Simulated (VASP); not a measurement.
# GaN (P6_3mc) in VASP: a series of runs

GaN is run at these levels: PBE; tasks: single point, relaxation of shape and atoms at fixed volume.

Program: VASP 6.6.1. These are calculated values, not measurements. Logs are shortened: lines on timing, memory, paths and dates and some standing lists are left out, and cuts for length are marked.

### Step 1. The cell of the first run

Symmetry: P6_3mc, No. 186, hexagonal system. Conventional cell: a = 3.261 Å, b = 3.261 Å, c = 5.312 Å, α = 90.00°, β = 90.00°, γ = 120.00°. Within 2.6 Å of Ga (site symmetry 3m) lie 4 N at 1.99 to 2.00 Å. N (site symmetry 3m) has 4 Ga at 1.99 to 2.00 Å within 2.6 Å.

### Step 2. Single point, PBE (volume scaled by 1.040)

File INCAR:

```
SYSTEM = GaN
ALGO = Normal
EDIFF = 1E-7
ENCUT = 520
GGA = PE
ISIF = 2
ISMEAR = 0
LASPH = .TRUE.
LCHARG = .FALSE.
LREAL = .FALSE.
LWAVE = .FALSE.
NBANDS = 26
NELM = 80
PREC = Accurate
SIGMA = 0.05
```

File KPOINTS:

```
k-points
0
G
  12 12 8
  0 0 0
```

File POSCAR:

```
GaN
1.0
    3.2607273028      0.0000000001      0.0000000000
   -1.6303636515      2.8238726790      0.0000000000
    0.0000000000      0.0000000000      5.3121585662
Ga N
2 2
Direct
    0.3333333333      0.6666666667     -0.0008648221
    0.6666666667      0.3333333333      0.4991351779
    0.3333333333      0.6666666667      0.3758648221
    0.6666666667      0.3333333333      0.8758648221
```

Potentials or basis: VASP PAW PBE potentials, release 64 (Ga_d, N).

Launch:

```
cat potpaw_PBE.64/Ga_d/POTCAR potpaw_PBE.64/N/POTCAR > POTCAR
mpirun -np 1 vasp_std > vasp.out
```

OUTCAR:

```text
SYSTEM = GaN
   EDIFF = 1E-7
   ENCUT = 520
   GGA = PE
   ISIF = 2
   ISMEAR = 0
   LASPH = .TRUE.
   LREAL = .FALSE.
   NELM = 80
   PREC = Accurate

 ion  position               nearest neighbor table
   1  0.333  0.667  0.999-   4 1.99   4 1.99   4 1.99   3 2.00
   2  0.667  0.333  0.499-   3 1.99   3 1.99   3 1.99   4 2.00
   3  0.333  0.667  0.376-   2 1.99   2 1.99   2 1.99   1 2.00
   4  0.667  0.333  0.876-   1 1.99   1 1.99   1 1.99   2 2.00

  LATTYP: Found a hexagonal cell.
 ALAT       =     3.2607273028
 C/A-ratio  =     1.6291330347

  Lattice vectors:

 A1 = (   3.2607273028,   0.0000000001,   0.0000000000)
 A2 = (  -1.6303636515,   2.8238726790,   0.0000000000)
 A3 = (   0.0000000000,   0.0000000000,   5.3121585662)

Analysis of symmetry for initial positions (statically):
=====================================================================
 Subroutine PRICEL returns:
 Original cell was already a primitive cell.

 Routine SETGRP: Setting up the symmetry group for a
 hexagonal supercell.

 Subroutine GETGRP returns: Found 12 space group operations
 (whereof  6 operations were pure point group operations)
 out of a pool of 24 trial point group operations.

The static configuration has the point symmetry C_3v.
 The point group associated with its full space group is C_6v.

Analysis of symmetry for dynamics (positions and initial velocities):
=====================================================================
 Subroutine PRICEL returns:
 Original cell was already a primitive cell.

 Routine SETGRP: Setting up the symmetry group for a
 hexagonal supercell.

 Subroutine GETGRP returns: Found 12 space group operations
 (whereof  6 operations were pure point group operations)
 out of a pool of 24 trial point group operations.

The dynamic configuration has the point symmetry C_3v.
 The point group associated with its full space group is C_6v.

 Subroutine INISYM returns: Found 12 space group operations
 (whereof  6 operations are pure point group operations),
 and found     1 'primitive' translations

----------------------------------------------------------------------------------------

                                     Primitive cell

  volume of cell :      48.9137

  direct lattice vectors                    reciprocal lattice vectors
     3.260727303  0.000000000  0.000000000     0.306680046  0.177061807  0.000000000
    -1.630363651  2.823872679  0.000000000    -0.000000000  0.354123615  0.000000000
     0.000000000  0.000000000  5.312158566     0.000000000  0.000000000  0.188247393

  length of vectors
     3.260727303  3.260727303  5.312158566     0.354123615  0.354123615  0.188247393

  position of ions in fractional coordinates (direct lattice)
     0.333333333  0.666666667  0.999135178
     0.666666667  0.333333333  0.499135178
     0.333333333  0.666666667  0.375864822
     0.666666667  0.333333333  0.875864822

  ion indices of the primitive-cell ions
   primitive index   ion index
                 1           1
                 2           2
                 3           3
                 4           4

----------------------------------------------------------------------------------------

 KPOINTS: k-points

Automatic generation of k-mesh.
 Grid dimensions read from file:
 generate k-points for:   12   12    8

 Generating k-lattice:

  Cartesian coordinates                     Fractional coordinates (reciprocal lattice)
     0.025556671  0.014755151  0.000000000     0.083333333  0.000000000  0.000000000
    -0.000000000  0.029510301  0.000000000     0.000000000  0.083333333  0.000000000
     0.000000000  0.000000000  0.023530924     0.000000000  0.000000000  0.125000000

  Length of vectors
     0.029510301  0.029510301  0.023530924

  Shift w.r.t. Gamma in fractional coordinates (k-lattice)
     0.000000000  0.000000000  0.000000000

 Subroutine IBZKPT returns following result:
 ===========================================

 Found     95 irreducible k-points:

 Following reciprocal coordinates:
            Coordinates               Weight
  0.000000  0.000000  0.000000      1.000000
  0.083333 -0.000000  0.000000      6.000000
  0.166667  0.000000  0.000000      6.000000
  0.250000  0.000000  0.000000      6.000000
  0.333333  0.000000  0.000000      6.000000
  0.416667 -0.000000  0.000000      6.000000
[... 16 lines left out ...]
  0.250000  0.000000  0.125000     12.000000
  0.333333  0.000000  0.125000     12.000000
 [... further k-points ...]
   k-points           NKPTS =     95   k-points in BZ     NKDIM =     95   number of bands    NBANDS=     26
   number of dos      NEDOS =    301   number of ions     NIONS =      4
   total plane-waves  NPLWV =  23040
   dimension x,y,z NGX =    24 NGY =   24 NGZ =   40
   dimension x,y,z NGXF=    48 NGYF=   48 NGZF=   80
   ions per type =               2   2
   NGX,Y,Z   is equivalent  to a cutoff of  12.24, 12.24, 12.52 a.u.
   NGXF,Y,Z  is equivalent  to a cutoff of  24.47, 24.47, 25.04 a.u.
 SYSTEM =  GaN
   PREC   = accura    normal or accurate (medium, high low for compatibility)
   ISTART =      0    job   : 0-new  1-cont  2-samecut
   ICHARG =      2    charge: 1-file 2-atom 10-const
   ISPIN  =      1    spin polarized calculation?
   LNONCOLLINEAR =      F non collinear calculations
   LSORBIT =      F    spin-orbit coupling
   LASPH  =      T    aspherical Exc in radial PAW
   ENCUT  =  520.0 eV  38.22 Ry    6.18 a.u.   6.06  6.06  9.88*2*pi/ulx,y,z
   NELM   =     80;   NELMIN=  2; NELMDL= -5     # of ELM steps
   EDIFF  = 0.1E-06   stopping-criterion for ELM
   LREAL  =      F    real-space projection
   EDIFFG = 0.1E-05   stopping-criterion for IOM
   NSW    =      0    number of steps for IOM
   IBRION =     -1    ionic relax: 0-MD 1-quasi-New 2-CG
   NFREE  =      0    steps in history (QN), initial steepest desc. (CG)
   ISIF   =      2    stress and relaxation
   ISYM   =      2    0-nonsym 1-usesym 2-fastsym
   POTIM  = 0.5000    time-step for ionic-motion
   TEBEG  =    0.0;   TEEND  =   0.0 temperature during run
   PSTRESS=    0.0 pullay stress
   NELECT =      36.0000    total number of electrons
   NUPDOWN=      -1.0000    fix difference up-down
   EMIN   =  10.00;   EMAX   =-10.00  energy-range for DOS
   EFERMI =   0.00;   METHOD = LEGACY
   ISMEAR =     0;   SIGMA  =   0.05  broadening in eV -4-tet -1-fermi 0-gaus
   EFERMI_NEDOS =   21; number of points for ismear=-14 and -15
   IALGO  =     38    algorithm
   IMIX   =      4    mixing-type and parameters
     AMIX     =   0.40;   BMIX     =  1.00
     AMIX_MAG =   1.60;   BMIX_MAG =  1.00
  volume/ion in A,a.u.               =      12.23        82.52
  Fermi-wavevector in a.u.,A,eV,Ry     =   1.478083  2.793172 29.725043  2.184729
  Thomas-Fermi vector in A             =   2.592408
   LORBIT       =      0    0 simple, 1 ext, 2 COOP (PROOUT), +10 PAW based schemes
   GGA     = PE    functional components
   LHFCALC =     F    Hartree Fock is set to
   AEXX    =    0.0000 exact exchange contribution
   IVDW    =     0    specifies the selected vdW correction
   LEPSILON=     F    determine dielectric tensor
   LRPA    =     F    only Hartree local field effects (RPA)
 non-spin polarized calculation
 Gauss-broadening in eV      SIGMA  =   0.05
  energy-cutoff  :      520.00
  volume of cell :       48.91
 maximum number of plane-waves:      1350
   NGX = 13   NGY = 13   NGZ = 19

 number of electron      36.0000000 magnetization

 Free energy of the ion-electron system (eV)
  ---------------------------------------------------
  ext. energy  EPLUGINS =         0.00000000
  ---------------------------------------------------
  free energy    TOTEN  =       -24.29269856 eV

  energy without entropy =      -24.29269856  energy(sigma->0) =      -24.29269856

 E-fermi :   4.8485     XC(G=0): -11.3090

 val. band max:        4.6050562550   @ k =   0.0000   0.0000   0.0000
 cond. band min:       6.0583339291   @ k =   0.0000   0.0000   0.0000
 fundamental gap:      1.4532776741
 Fermi energy:         4.8485386057

 k-point     1 :       0.0000    0.0000    0.0000
  band No.  band energies     occupation
      1     -10.8145      2.00000
      2     -10.1244      2.00000
      3      -8.8015      2.00000
      4      -8.7882      2.00000
      5      -8.7882      2.00000
      6      -8.7391      2.00000
[... 18 lines left out ...]
     25      15.8007      0.00000
     26      15.8007      0.00000

 k-point     2 :       0.0833   -0.0000    0.0000
  band No.  band energies     occupation
      1     -10.7561      2.00000
      2     -10.1115      2.00000
      3      -8.7960      2.00000
      4      -8.7800      2.00000
      5      -8.7629      2.00000
      6      -8.7324      2.00000
[... 18 lines left out ...]
     25      15.4626      0.00000
     26      15.9426      0.00000

 k-point     3 :       0.1667    0.0000    0.0000
  band No.  band energies     occupation
      1     -10.6006      2.00000
      2     -10.0805      2.00000
      3      -8.7760      2.00000
      4      -8.7600      2.00000
      5      -8.7167      2.00000
      6      -8.6976      2.00000
[... 18 lines left out ...]
     25      15.4715      0.00000
     26      16.2828      0.00000

 k-point     4 :       0.2500    0.0000    0.0000
  band No.  band energies     occupation
      1     -10.4065      2.00000
      2     -10.0477      2.00000
      3      -8.7554      2.00000
      4      -8.7403      2.00000
      5      -8.6836      2.00000
      6      -8.6565      2.00000
[... 18 lines left out ...]
     25      15.6287      0.00000
     26      16.7334      0.00000
[... 496 lines left out ...]
      1     -10.5675      2.00000
      2     -10.0864      2.00000
      3      -8.7742      2.00000
      4      -8.7584      2.00000
      5      -8.7197      2.00000
      6      -8.7007      2.00000
[... 18 lines left out ...]
     25      15.1962      0.00000
     26      16.1738      0.00000

 k-point    23 :       0.2500    0.0000    0.1250
  band No.  band energies     occupation
      1     -10.3811      2.00000
      2     -10.0504      2.00000
      3      -8.7555      2.00000
      4      -8.7373      2.00000
      5      -8.6901      2.00000
      6      -8.6598      2.00000
[... 18 lines left out ...]
     25      15.3770      0.00000
     26      16.6461      0.00000

 k-point    24 :       0.3333    0.0000    0.1250
  band No.  band energies     occupation
      1     -10.2287      2.00000
      2     -10.0249      2.00000
      3      -8.7457      2.00000
      4      -8.7258      2.00000
      5      -8.6666      2.00000
      6      -8.6206      2.00000
[... 18 lines left out ...]
     25      15.6678      0.00000
     26      17.1167      0.00000

 [... further k-points ...]
[... 5 lines left out ...]
  --------------------------------------------------------------------------------------
  -------------------------------------------------------------------------------------
  Total       -1.8534634     -1.8534634     -1.8282739      0.0000000      0.0000000      0.0000000
  in kB      -60.7105224    -60.7105224    -59.8854352      0.0000000      0.0000000      0.0000000
  external PRESSURE =     -60.4354933 kB  Pullay stress =       0.0000000 kB

 VOLUME and BASIS-vectors are now :
 -----------------------------------------------------------------------------
  energy-cutoff  :      520.00
  volume of cell :       48.91
      direct lattice vectors                 reciprocal lattice vectors
     3.260727303  0.000000000  0.000000000     0.306680046  0.177061807  0.000000000
    -1.630363651  2.823872679  0.000000000    -0.000000000  0.354123615  0.000000000
     0.000000000  0.000000000  5.312158566     0.000000000  0.000000000  0.188247393

 POSITION                                       TOTAL-FORCE (eV/Angst)
 -----------------------------------------------------------------------------------
     -0.00000      1.88258      5.30756         0.000000     -0.000000     -0.006272
      1.63036      0.94129      2.65149        -0.000000      0.000000     -0.006272
     -0.00000      1.88258      1.99665        -0.000000      0.000000      0.006272
      1.63036      0.94129      4.65273         0.000000     -0.000000      0.006272
 -----------------------------------------------------------------------------------
    total drift:                               -0.000001     -0.000001     -0.000276

  FREE ENERGIE OF THE ION-ELECTRON SYSTEM (eV)
  ---------------------------------------------------
  free  energy   TOTEN  =       -24.2926985623 eV

  energy  without entropy=      -24.2926985623  energy(sigma->0) =      -24.29269856
```

Wall time 41 s (1 thread of Intel Xeon 6975P-C (Granite Rapids), shared host); peak memory 0.23 GiB.

Results:

```yaml
Free_energy: -24.2927 eV
Pressure: -6.0 GPa
Largest_force: 0.006 eV/Å
Band_gap_on_the_k_mesh: 1.45 eV, direct
```

Forces in eV/Å, atoms in the order of the input:
```
Ga   0.000  0.000 -0.006
Ga   0.000  0.000 -0.006
N    0.000  0.000  0.006
N    0.000  0.000  0.006
```

Stress tensor (GPa, compression positive):
```
-6.07  0.00  0.00
 0.00 -6.07  0.00
 0.00  0.00 -5.99
```

 A k mesh can miss the band edges.

(Part 1 of 2 ends here.)
